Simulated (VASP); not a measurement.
# Si in VASP: further runs

The runs below take Si through single point, with PBE, r2SCAN.

All numbers are computed with VASP 6.6.1; they aren't measurements. Logs are shortened: lines on timing, memory, paths and dates and some standing lists are left out, and cuts for length are marked.

## 1. The cell of the first run

It takes space group P6/mmm (No. 191, hexagonal). Conventional cell: a = 2.595 Å, b = 2.595 Å, c = 2.368 Å, α = 90.00°, β = 90.00°, γ = 120.00°. Within 3.1 Å of Si (site symmetry 6/mmm) lie 8 Si at 2.37 to 2.60 Å.

This isn't the form of Si at room conditions, which is diamond.

## 2. Single point, PBE (strained)

Contents of INCAR:

```
SYSTEM = Si
PREC = Accurate
ENCUT = 500
EDIFF = 1E-6
ISMEAR = 0
SIGMA = 0.1
LREAL = .False.
LASPH = .True.
NELM = 120
ALGO = Normal
ISIF = 2
LWAVE = .False.
LCHARG = .False.
GGA = PE
NBANDS = 8
GGA_COMPAT = .False.
```

Contents of KPOINTS:

```
Automatic mesh
0
Gamma
  18 18 16
  0 0 0
```

Contents of POSCAR:

```
Si
1.0
    2.5950449333      0.0000000000      0.0000000000
   -1.2975224667      2.2473748362      0.0000000000
    0.0000000000      0.0000000000      2.3683661301
Si
1
Direct
    0.0000000000      0.0000000000      0.0000000000
```

Potentials or basis: VASP PAW PBE potentials, release 64 (Si).

Command:

```bash
> cat potpaw_PBE.64/Si/POTCAR > POTCAR
> mpirun -np 1 vasp_std > vasp.out
```

OUTCAR:

```text
SYSTEM = Si
   PREC = Accurate
   ENCUT = 500
   EDIFF = 1E-6
   ISMEAR = 0
   LREAL = .False.
   LASPH = .True.
   NELM = 120
   ISIF = 2
   GGA = PE

 ion  position               nearest neighbor table
   1  0.000  0.000  0.000-

  LATTYP: Found a hexagonal cell.
 ALAT       =     2.5950449333
 C/A-ratio  =     0.9126493725

  Lattice vectors:

 A1 = (   2.5950449333,   0.0000000000,   0.0000000000)
 A2 = (  -1.2975224667,   2.2473748362,   0.0000000000)
 A3 = (   0.0000000000,   0.0000000000,   2.3683661301)

Analysis of symmetry for initial positions (statically):
=====================================================================
 Subroutine PRICEL returns:
 Original cell was already a primitive cell.

 Routine SETGRP: Setting up the symmetry group for a
 hexagonal supercell.

 Subroutine GETGRP returns: Found 24 space group operations
 (whereof 24 operations were pure point group operations)
 out of a pool of 24 trial point group operations.

The static configuration has the point symmetry D_6h.

Analysis of symmetry for dynamics (positions and initial velocities):
=====================================================================
 Subroutine PRICEL returns:
 Original cell was already a primitive cell.

 Routine SETGRP: Setting up the symmetry group for a
 hexagonal supercell.

 Subroutine GETGRP returns: Found 24 space group operations
 (whereof 24 operations were pure point group operations)
 out of a pool of 24 trial point group operations.

The dynamic configuration has the point symmetry D_6h.

 Subroutine INISYM returns: Found 24 space group operations
 (whereof 24 operations are pure point group operations),
 and found     1 'primitive' translations

----------------------------------------------------------------------------------------

                                     Primitive cell

  volume of cell :      13.8124

  direct lattice vectors                    reciprocal lattice vectors
     2.595044933  0.000000000  0.000000000     0.385349782  0.222481801  0.000000000
    -1.297522467  2.247374836  0.000000000     0.000000000  0.444963601  0.000000000
     0.000000000  0.000000000  2.368366130     0.000000000  0.000000000  0.422232014

  length of vectors
     2.595044933  2.595044933  2.368366130     0.444963601  0.444963601  0.422232014

  position of ions in fractional coordinates (direct lattice)
     0.000000000  0.000000000  0.000000000

[... 77 lines left out ...]
   EDIFFG = 0.1E-04   stopping-criterion for IOM
   NSW    =      0    number of steps for IOM
   IBRION =     -1    ionic relax: 0-MD 1-quasi-New 2-CG
   NFREE  =      0    steps in history (QN), initial steepest desc. (CG)
   ISIF   =      2    stress and relaxation
   ISYM   =      2    0-nonsym 1-usesym 2-fastsym
   POTIM  = 0.5000    time-step for ionic-motion
   TEBEG  =    0.0;   TEEND  =   0.0 temperature during run
   PSTRESS=    0.0 pullay stress
   NELECT =       4.0000    total number of electrons
   NUPDOWN=      -1.0000    fix difference up-down
   EMIN   =  10.00;   EMAX   =-10.00  energy-range for DOS
   EFERMI =   0.00;   METHOD = LEGACY
   ISMEAR =     0;   SIGMA  =   0.10  broadening in eV -4-tet -1-fermi 0-gaus
   EFERMI_NEDOS =   21; number of points for ismear=-14 and -15
   IALGO  =     38    algorithm
   IMIX   =      4    mixing-type and parameters
     AMIX     =   0.40;   BMIX     =  1.00
     AMIX_MAG =   1.60;   BMIX_MAG =  1.00
  volume/ion in A,a.u.               =      13.81        93.21
  Fermi-wavevector in a.u.,A,eV,Ry     =   1.083108  2.046777 15.961306  1.173123
  Thomas-Fermi vector in A             =   2.219166
   LORBIT       =      0    0 simple, 1 ext, 2 COOP (PROOUT), +10 PAW based schemes
   GGA     = PE    functional components
   LHFCALC =     F    Hartree Fock is set to
   AEXX    =    0.0000 exact exchange contribution
   IVDW    =     0    specifies the selected vdW correction
   LEPSILON=     F    determine dielectric tensor
   LRPA    =     F    only Hartree local field effects (RPA)
 non-spin polarized calculation
 Gauss-broadening in eV      SIGMA  =   0.10
  energy-cutoff  :      500.00
  volume of cell :       13.81
 maximum number of plane-waves:       363
 NGX is ok and might be reduce to    20
   NGX =  9   NGY =  9   NGZ =  9

 number of electron       4.0000000 magnetization

 Free energy of the ion-electron system (eV)
  ---------------------------------------------------
  ext. energy  EPLUGINS =         0.00000000
  ---------------------------------------------------
  free energy    TOTEN  =        -5.06112847 eV

  energy without entropy =       -5.05864810  energy(sigma->0) =       -5.05988828

 E-fermi :  10.5064     XC(G=0): -11.3143

 val. band max:       10.5031866271   @ k =   0.3333   0.1667   0.0625
 cond. band min:      10.5256219343   @ k =   0.3333   0.2778   0.5000
 fundamental gap:      0.0224353071
 Fermi energy:        10.5063959799

 k-point     1 :       0.0000    0.0000    0.0000
  band No.  band energies     occupation
      1      -4.1869      2.00000
      2      18.3190      0.00000
      3      19.9628      0.00000
      4      20.9153      0.00000
      5      20.9153      0.00000
      6      22.6754      0.00000
      7      22.6754      0.00000
      8      28.1100      0.00000
[... 243 lines left out ...]
 k-point    24 :       0.3889    0.1111    0.0000
  band No.  band energies     occupation
      1       1.6122      2.00000
      2       4.7692      2.00000
      3      12.1750      0.00000
      4      20.5192      0.00000
      5      24.6297      0.00000
      6      27.8504      0.00000
      7      27.9673      0.00000
      8      31.7385      0.00000

 [... further k-points ...]

------------------------ aborting loop because EDIFF is reached ----------------------------------------

  FORCE on cell =-STRESS in cart. coord.  units (eV):
  Direction    XX          YY          ZZ          XY          YZ          ZX
  --------------------------------------------------------------------------------------
  -------------------------------------------------------------------------------------
  Total        0.7734399      0.7734399      1.6749490     -0.0000000      0.0000000      0.0000000
  in kB       89.7155858     89.7155858    194.2866434     -0.0000000      0.0000000      0.0000000
  external PRESSURE =     124.5726050 kB  Pullay stress =       0.0000000 kB

 VOLUME and BASIS-vectors are now :
 -----------------------------------------------------------------------------
  energy-cutoff  :      500.00
  volume of cell :       13.81
      direct lattice vectors                 reciprocal lattice vectors
     2.595044933  0.000000000  0.000000000     0.385349782  0.222481801  0.000000000
    -1.297522467  2.247374836  0.000000000     0.000000000  0.444963601  0.000000000
     0.000000000  0.000000000  2.368366130     0.000000000  0.000000000  0.422232014

 POSITION                                       TOTAL-FORCE (eV/Angst)
 -----------------------------------------------------------------------------------
      0.00000      0.00000      0.00000         0.000000      0.000000      0.000000
 -----------------------------------------------------------------------------------
    total drift:                                0.000000      0.000000      0.000000

  FREE ENERGIE OF THE ION-ELECTRON SYSTEM (eV)
  ---------------------------------------------------
  free  energy   TOTEN  =        -5.0611284676 eV

  energy  without entropy=       -5.0586481009  energy(sigma->0) =       -5.05988828
```

OSZICAR:

```text
N       E                     dE             d eps       ncg     rms          rms(c)
DAV:   1    -0.235599868511E+01   -0.23560E+01   -0.17982E+03  5800   0.370E+02
DAV:   2    -0.505748102301E+01   -0.27015E+01   -0.25769E+01  7760   0.311E+01
DAV:   3    -0.507355237341E+01   -0.16071E-01   -0.15987E-01  6120   0.247E+00
DAV:   4    -0.507357123886E+01   -0.18865E-04   -0.18864E-04  8512   0.891E-02
DAV:   5    -0.507357124473E+01   -0.58671E-08   -0.62665E-08  6240   0.908E-04    0.336E+00
DAV:   6    -0.506563376163E+01    0.79375E-02   -0.37663E-03  6880   0.285E-01    0.195E+00
DAV:   7    -0.506117146123E+01    0.44623E-02   -0.78797E-03  6608   0.441E-01    0.164E-01
DAV:   8    -0.506113568122E+01    0.35780E-04   -0.54817E-04  6304   0.132E-01    0.386E-02
DAV:   9    -0.506112869962E+01    0.69816E-05   -0.32385E-05  7040   0.315E-02    0.357E-02
DAV:  10    -0.506112846759E+01    0.23203E-06   -0.14961E-06  5792   0.902E-03
   1 F= -.50611285E+01 E0= -.50598883E+01  d E =-.248037E-02
```

Run time: 10 s. Hardware: 1 thread of Intel Xeon 6975P-C (Granite Rapids), shared host; peak memory 0.14 GiB.

Results:

```yaml
Free_energy: -5.0611 eV
Pressure: 12.5 GPa
Band_gap_on_the_k_mesh: zero (bands 2 and 3 overlap by 12.79 eV)
```

Caveat: the cell differs from its parent crystal (strained); the cell stands under pressure.

## 3. Single point, PBE (strained)

Contents of INCAR:

```
SYSTEM = Si
PREC     = Accurate       ! precision mode
ENCUT    = 500            ! plane-wave cutoff, eV
EDIFF    = 1E-6           ! SCF threshold, eV
ISMEAR   = 0              ! smearing method
SIGMA    = 0.1            ! smearing width, eV
LREAL    = .False.        ! projectors in reciprocal space
LASPH    = .True.         ! aspherical terms in the spheres
NELM     = 120            ! most SCF steps
ALGO     = Normal         ! electronic algorithm
ISIF     = 2              ! what is computed and relaxed
LWAVE    = .False.        ! write WAVECAR
LCHARG   = .True.         ! write CHGCAR
GGA      = PE             ! functional
LELF     = .True.         ! ELF
LVHAR    = .True.       
NBANDS   = 8              ! bands
GGA_COMPAT= .False.
```

Contents of KPOINTS:

```
regular mesh
0
Gamma
  18 18 16
  0 0 0
```

Contents of POSCAR:

```
Si
1.0
    2.7283257409      0.0000000000      0.0000000000
   -1.3641628705      2.3627994014      0.0000000000
    0.0000000000      0.0000000000      2.6047908619
Si
1
Direct
    0.0000000000      0.0000000000      0.0000000000
```

Potentials or basis: VASP PAW PBE potentials, release 64 (Si).

Command:

```bash
> cat potpaw_PBE.64/Si/POTCAR > POTCAR
> mpirun -np 1 vasp_std > vasp.out
```

Run time: 13 s. Hardware: 1 thread of Intel Xeon 6975P-C (Granite Rapids), shared host; peak memory 0.14 GiB.

It converged, with:

* Free energy: -5.0633 eV
* Pressure: -8.8 GPa
* Band gap on the k mesh: zero (bands 2 and 3 overlap by 10.69 eV)

Stress tensor (GPa, compression positive):
```
 -7.77   0.00   0.00
  0.00  -7.77   0.00
  0.00   0.00 -10.80
```

Levels at points of the mesh, in eV from the Fermi level:
```
           k point  band 1  band 2  band 3  band 4  band 5  band 6  band 7
(0.00, 0.00, 0.00)  -13.02    6.69    7.24    9.21    9.21   11.88   11.88
(0.50, 0.00, 0.00)   -7.24   -6.00    4.69    6.49   10.84   14.02   15.29
(0.00, 0.00, 0.50)   -8.92   -6.36   12.05   12.05   14.21   14.21   15.81
(0.50, 0.00, 0.50)   -2.77   -2.48   -1.83    1.97    7.65   11.18   12.05
```

Caveat: the cell differs from its parent crystal (strained); the cell stands under tension.

(Part 1 of 2 ends here.)
